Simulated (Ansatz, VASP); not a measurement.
# ScGa3P2: VASP beside Ansatz

```
CELL_PARAMETERS angstrom
5.63345 0.00000 0.00000
-2.81673 4.87871 0.00000
0.00000 0.00000 6.81908
ATOMIC_POSITIONS crystal
Sc 0.00000 0.00000 0.00000
Ga 0.50000 0.00000 0.50000
Ga 0.00000 0.50000 0.50000
Ga 0.50000 0.50000 0.50000
P 0.00000 0.00000 0.34639
P 0.00000 0.00000 0.65361
```

Alike in both runs: functional PBE; k mesh 12 × 12 × 6; occupations gaussian, width 0.1 eV; no spin polarisation.

Ansatz relaxed the structure, and its values are those at the end. VASP's run is a single point on that final structure, the one shown.

```csv
,VASP,Ansatz
version,VASP 6.6.1,Ansatz 0.2.0
potentials or method,"VASP PAW PBE potentials, release 64 (Sc_sv, Ga_d, P), cutoff 520 eV","scalar-relativistic, plane waves, PAW"
valence electrons in the cell,60,60
```

|  | VASP | Ansatz | Ansatz less VASP |
| --- | --- | --- | --- |
| gap on the k mesh at the Fermi level (eV) | none | none | - |
| pressure (GPa) | 0.0 | 0.0 | -0.01 |
| rms of the force components (eV/Å) | 0.032 | 0.000 | -0.0313 |

A gap of «none» marks a metal or a gap that the smearing closes.
